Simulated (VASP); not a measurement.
# TlPt (P6/mmm) in VASP: a series of runs

The runs below take TlPt through single point, with PBE.

All numbers are computed with VASP 6.6.1; they aren't measurements. Logs are shortened: lines on timing, memory, paths and dates and some standing lists are left out, and cuts for length are marked.

### 1 The cell of the first run

It takes space group P6/mmm (No. 191, hexagonal). Conventional cell: a = 6.276 Å, b = 6.276 Å, c = 4.122 Å, α = 90.00°, β = 90.00°, γ = 120.00°. Within 3.6 Å of Tl (site symmetry mmm) lie 6 Pt at 2.74 to 3.14 Å and 4 Tl at 3.14 Å. Pt (site symmetry 6/mmm) has 6 Tl at 3.14 Å and 14 Pt at 4.12 to 4.17 Å within 4.2 Å. Within 3.7 Å of Pt (site symmetry -6m2) lie 6 Tl at 2.74 Å and 3 Pt at 3.62 Å.

### 2 Single point, PBE (23.43 Å³/atom)

INCAR

```
SYSTEM = TlPt
  PREC = Accurate
  ENCUT = 520
  EDIFF = 1E-6
  ISMEAR = 0
  SIGMA = 0.1
  LREAL = .False.
  LASPH = .True.
  NELM = 80
  ALGO = Fast
  ISIF = 2
  LWAVE = .False.
  LCHARG = .True.
  GGA = PE
  LELF = .True.
  LVHAR = .True.
  NBANDS = 44
```

KPOINTS

```
Automatic mesh
0
Gamma
  6 6 8
  0 0 0
```

POSCAR

```
TlPt
1.0
    6.2764460408      0.0000000000      0.0000000000
   -3.1382230204      5.4355617168      0.0000000000
    0.0000000000      0.0000000000      4.1215167266
Tl Pt
3 3
Direct
    0.5000000000      0.0000000000      0.0000000000
    0.5000000000      0.5000000000      0.0000000000
    0.0000000000      0.5000000000      0.0000000000
    0.0000000000      0.0000000000      0.0000000000
    0.3333333333      0.6666666667      0.5000000000
    0.6666666667      0.3333333333      0.5000000000
```

Potentials or basis: VASP PAW PBE potentials, release 64 (Tl_d, Pt).

Command:

```sh
$ cat potpaw_PBE.64/Tl_d/POTCAR potpaw_PBE.64/Pt/POTCAR > POTCAR
$ mpirun -np 1 vasp_std > vasp.out
```

OUTCAR:

```text
SYSTEM = TlPt
   PREC = Accurate
   ENCUT = 520
   EDIFF = 1E-6
   ISMEAR = 0
   LREAL = .False.
   LASPH = .True.
   NELM = 80
   ISIF = 2
   GGA = PE

 ion  position               nearest neighbor table
   1  0.500  0.000  0.000-   5 2.74   6 2.74   5 2.74   6 2.74   2 3.14   3 3.14   2 3.14   3 3.14
                             4 3.14   4 3.14
   2  0.500  0.500  0.000-   5 2.74   6 2.74   5 2.74   6 2.74   1 3.14   4 3.14   1 3.14   4 3.14
                             3 3.14   3 3.14
   3  0.000  0.500  0.000-   5 2.74   6 2.74   5 2.74   6 2.74   1 3.14   4 3.14   4 3.14   1 3.14
                             2 3.14   2 3.14
   4  0.000  0.000  0.000-   2 3.14   3 3.14   3 3.14   2 3.14   1 3.14   1 3.14
   5  0.333  0.667  0.500-   1 2.74   1 2.74   3 2.74   3 2.74   2 2.74   2 2.74
   6  0.667  0.333  0.500-   1 2.74   1 2.74   3 2.74   3 2.74   2 2.74   2 2.74

  LATTYP: Found a hexagonal cell.
 ALAT       =     6.2764460408
 C/A-ratio  =     0.6566640898

  Lattice vectors:

 A1 = (   6.2764460408,   0.0000000000,   0.0000000000)
 A2 = (  -3.1382230204,   5.4355617168,   0.0000000000)
 A3 = (   0.0000000000,   0.0000000000,   4.1215167266)

Analysis of symmetry for initial positions (statically):
=====================================================================
 Subroutine PRICEL returns:
 Original cell was already a primitive cell.

 Routine SETGRP: Setting up the symmetry group for a
 hexagonal supercell.

 Subroutine GETGRP returns: Found 24 space group operations
 (whereof 24 operations were pure point group operations)
 out of a pool of 24 trial point group operations.

The static configuration has the point symmetry D_6h.

Analysis of symmetry for dynamics (positions and initial velocities):
=====================================================================
 Subroutine PRICEL returns:
 Original cell was already a primitive cell.

 Routine SETGRP: Setting up the symmetry group for a
 hexagonal supercell.

 Subroutine GETGRP returns: Found 24 space group operations
 (whereof 24 operations were pure point group operations)
 out of a pool of 24 trial point group operations.

The dynamic configuration has the point symmetry D_6h.

 Subroutine INISYM returns: Found 24 space group operations
 (whereof 24 operations are pure point group operations),
 and found     1 'primitive' translations

----------------------------------------------------------------------------------------

                                     Primitive cell

  volume of cell :     140.6097

  direct lattice vectors                    reciprocal lattice vectors
     6.276446041  0.000000000  0.000000000     0.159325834  0.091986813  0.000000000
    -3.138223020  5.435561717  0.000000000     0.000000000  0.183973626  0.000000000
     0.000000000  0.000000000  4.121516727     0.000000000  0.000000000  0.242629126

  length of vectors
     6.276446041  6.276446041  4.121516727     0.183973626  0.183973626  0.242629126

  position of ions in fractional coordinates (direct lattice)
     0.500000000  0.000000000  0.000000000
     0.500000000  0.500000000  0.000000000
     0.000000000  0.500000000  0.000000000
     0.000000000  0.000000000  0.000000000
     0.333333333  0.666666667  0.500000000
     0.666666667  0.333333333  0.500000000

  ion indices of the primitive-cell ions
   primitive index   ion index
                 1           1
                 2           2
                 3           3
                 4           4
                 5           5
                 6           6

----------------------------------------------------------------------------------------

 KPOINTS: Automatic mesh

Automatic generation of k-mesh.
 Grid dimensions read from file:
 generate k-points for:    6    6    8

 Generating k-lattice:

  Cartesian coordinates                     Fractional coordinates (reciprocal lattice)
     0.026554306  0.015331136  0.000000000     0.166666667  0.000000000  0.000000000
     0.000000000  0.030662271  0.000000000     0.000000000  0.166666667  0.000000000
     0.000000000  0.000000000  0.030328641     0.000000000  0.000000000  0.125000000

  Length of vectors
     0.030662271  0.030662271  0.030328641

  Shift w.r.t. Gamma in fractional coordinates (k-lattice)
     0.000000000  0.000000000  0.000000000

 Subroutine IBZKPT returns following result:
 ===========================================

 Found     35 irreducible k-points:

 Following reciprocal coordinates:
            Coordinates               Weight
  0.000000  0.000000  0.000000      1.000000
  0.166667 -0.000000  0.000000      6.000000
  0.333333 -0.000000  0.000000      6.000000
  0.500000  0.000000  0.000000      3.000000
  0.166667  0.166667  0.000000      6.000000
  0.333333  0.166667  0.000000     12.000000
[... 16 lines left out ...]
  0.166667 -0.000000  0.375000     12.000000
  0.333333 -0.000000  0.375000     12.000000
 [... further k-points ...]
   k-points           NKPTS =     35   k-points in BZ     NKDIM =     35   number of bands    NBANDS=     44
   number of dos      NEDOS =    301   number of ions     NIONS =      6
   total plane-waves  NPLWV =  73728
   dimension x,y,z NGX =    48 NGY =   48 NGZ =   32
   dimension x,y,z NGXF=    96 NGYF=   96 NGZF=   64
   ions per type =               3   3
   NGX,Y,Z   is equivalent  to a cutoff of  12.71, 12.71, 12.91 a.u.
   NGXF,Y,Z  is equivalent  to a cutoff of  25.43, 25.43, 25.82 a.u.
 SYSTEM =  TlPt
   PREC   = accura    normal or accurate (medium, high low for compatibility)
   ISTART =      0    job   : 0-new  1-cont  2-samecut
   ICHARG =      2    charge: 1-file 2-atom 10-const
   ISPIN  =      1    spin polarized calculation?
   LNONCOLLINEAR =      F non collinear calculations
   LSORBIT =      F    spin-orbit coupling
   LASPH  =      T    aspherical Exc in radial PAW
   ENCUT  =  520.0 eV  38.22 Ry    6.18 a.u.  11.67 11.67  7.66*2*pi/ulx,y,z
   NELM   =     80;   NELMIN=  2; NELMDL= -5     # of ELM steps
   EDIFF  = 0.1E-05   stopping-criterion for ELM
   LREAL  =      F    real-space projection
   EDIFFG = 0.1E-04   stopping-criterion for IOM
   NSW    =      0    number of steps for IOM
   IBRION =     -1    ionic relax: 0-MD 1-quasi-New 2-CG
   NFREE  =      0    steps in history (QN), initial steepest desc. (CG)
   ISIF   =      2    stress and relaxation
   ISYM   =      2    0-nonsym 1-usesym 2-fastsym
   POTIM  = 0.5000    time-step for ionic-motion
   TEBEG  =    0.0;   TEEND  =   0.0 temperature during run
   PSTRESS=    0.0 pullay stress
   NELECT =      69.0000    total number of electrons
   NUPDOWN=      -1.0000    fix difference up-down
   EMIN   =  10.00;   EMAX   =-10.00  energy-range for DOS
   EFERMI =   0.00;   METHOD = LEGACY
   ISMEAR =     0;   SIGMA  =   0.10  broadening in eV -4-tet -1-fermi 0-gaus
   EFERMI_NEDOS =   21; number of points for ismear=-14 and -15
   IALGO  =     68    algorithm
   IMIX   =      4    mixing-type and parameters
     AMIX     =   0.40;   BMIX     =  1.00
     AMIX_MAG =   1.60;   BMIX_MAG =  1.00
  volume/ion in A,a.u.               =      23.43       158.15
  Fermi-wavevector in a.u.,A,eV,Ry     =   1.291277  2.440160 22.686305  1.667396
  Thomas-Fermi vector in A             =   2.423057
   LORBIT       =      0    0 simple, 1 ext, 2 COOP (PROOUT), +10 PAW based schemes
   GGA     = PE    functional components
   LHFCALC =     F    Hartree Fock is set to
   AEXX    =    0.0000 exact exchange contribution
   IVDW    =     0    specifies the selected vdW correction
   LEPSILON=     F    determine dielectric tensor
   LRPA    =     F    only Hartree local field effects (RPA)
 non-spin polarized calculation
 RMM-DIIS sequential band-by-band and
 Gauss-broadening in eV      SIGMA  =   0.10
  energy-cutoff  :      520.00
  volume of cell :      140.61
 maximum number of plane-waves:      3832
 NGX is ok and might be reduce to    48
   NGX = 23   NGY = 23   NGZ = 15

 number of electron      69.0000012 magnetization

 Free energy of the ion-electron system (eV)
  ---------------------------------------------------
  ext. energy  EPLUGINS =         0.00000000
  ---------------------------------------------------
  free energy    TOTEN  =       -21.66099330 eV

  energy without entropy =      -21.63986697  energy(sigma->0) =      -21.65043014

 E-fermi :   6.6274     XC(G=0): -10.8435

 val. band max:        6.6240434340   @ k =   0.1667  -0.0000   0.3750
 cond. band min:       6.6442331574   @ k =   0.0000   0.0000   0.0000
 fundamental gap:      0.0201897233
 Fermi energy:         6.6274131720

 k-point     1 :       0.0000    0.0000    0.0000
  band No.  band energies     occupation
      1      -5.9815      2.00000
      2      -5.3731      2.00000
      3      -5.3730      2.00000
      4      -5.2642      2.00000
      5      -5.0894      2.00000
      6      -5.0894      2.00000
[... 36 lines left out ...]
     43      14.4398      0.00000
     44      14.9130      0.00000

 k-point     2 :       0.1667   -0.0000    0.0000
  band No.  band energies     occupation
      1      -5.9007      2.00000
      2      -5.3560      2.00000
      3      -5.3050      2.00000
      4      -5.2480      2.00000
      5      -5.0867      2.00000
      6      -5.0711      2.00000
[... 36 lines left out ...]
     43      13.8376      0.00000
     44      14.2678      0.00000

 k-point     3 :       0.3333   -0.0000    0.0000
  band No.  band energies     occupation
      1      -5.7063      2.00000
      2      -5.2987      2.00000
      3      -5.2139      2.00000
      4      -5.1185      2.00000
      5      -5.0783      2.00000
      6      -5.0292      2.00000
[... 976 lines left out ...]
     43      13.4465      0.00000
     44      13.7482      0.00000

 k-point    24 :       0.3333   -0.0000    0.3750
  band No.  band energies     occupation
      1      -5.5518      2.00000
      2      -5.4570      2.00000
      3      -5.2745      2.00000
      4      -5.1095      2.00000
      5      -5.0493      2.00000
      6      -4.8922      2.00000
[... 36 lines left out ...]
     43      12.7833      0.00000
     44      12.9730      0.00000

 [... further k-points ...]

------------------------ aborting loop because EDIFF is reached ----------------------------------------

  FORCE on cell =-STRESS in cart. coord.  units (eV):
  Direction    XX          YY          ZZ          XY          YZ          ZX
  --------------------------------------------------------------------------------------
  -------------------------------------------------------------------------------------
  Total        2.9452382      2.9452382      2.8243681      0.0000000      0.0000000      0.0000000
  in kB       33.5595176     33.5595176     32.1822635      0.0000000      0.0000000      0.0000000
  external PRESSURE =      33.1004329 kB  Pullay stress =       0.0000000 kB

 VOLUME and BASIS-vectors are now :
 -----------------------------------------------------------------------------
  energy-cutoff  :      520.00
  volume of cell :      140.61
      direct lattice vectors                 reciprocal lattice vectors
     6.276446041  0.000000000  0.000000000     0.159325834  0.091986813  0.000000000
    -3.138223020  5.435561717  0.000000000     0.000000000  0.183973626  0.000000000
     0.000000000  0.000000000  4.121516727     0.000000000  0.000000000  0.242629126

 POSITION                                       TOTAL-FORCE (eV/Angst)
 -----------------------------------------------------------------------------------
      3.13822      0.00000      0.00000         0.000000      0.000000      0.000000
      1.56911      2.71778      0.00000         0.000000      0.000000      0.000000
     -1.56911      2.71778      0.00000         0.000000      0.000000      0.000000
      0.00000      0.00000      0.00000         0.000000      0.000000      0.000000
     -0.00000      3.62371      2.06076        -0.000000     -0.000000     -0.000000
      3.13822      1.81185      2.06076         0.000000      0.000000      0.000000
 -----------------------------------------------------------------------------------
    total drift:                               -0.000000      0.000000      0.000000

  FREE ENERGIE OF THE ION-ELECTRON SYSTEM (eV)
  ---------------------------------------------------
  free  energy   TOTEN  =       -21.6609933008 eV

  energy  without entropy=      -21.6398669695  energy(sigma->0) =      -21.65043014
```

Wall time 2.3 min (1 thread of Oxide Virtual Turin-like, shared host); peak memory 0.33 GiB.

Results:

```
Free energy            : -21.6610 eV
Pressure               : 3.3 GPa
Band gap on the k mesh : zero (an odd number of electrons rules out a gap without spin polarisation)
```

Stress tensor (GPa, compression positive):
```
3.36 0.00 0.00
0.00 3.36 0.00
0.00 0.00 3.22
```

Levels at points of the mesh, in eV from the Fermi level:
| k point | band 33 | band 34 | band 35 | band 36 | band 37 | band 38 |
| --- | --- | --- | --- | --- | --- | --- |
| (0.00, 0.00, 0.00) | -0.39 | -0.39 | -0.18 | -0.18 | 0.02 | 0.83 |
| (0.50, 0.00, 0.00) | -0.87 | -0.63 | 1.29 | 2.08 | 2.98 | 3.15 |
| (0.00, 0.00, 0.50) | -0.52 | 0.85 | 0.85 | 1.23 | 1.24 | 1.24 |
| (0.50, 0.00, 0.50) | -0.75 | -0.74 | 0.06 | 0.62 | 1.25 | 2.78 |

Caveat: the cell stands under pressure; spin-orbit coupling is left out, which moves the levels of the heavy elements.

(Continued in part 2 of 2.)

The gap in the log of VASP goes by the Fermi energy; the results here count the filled bands.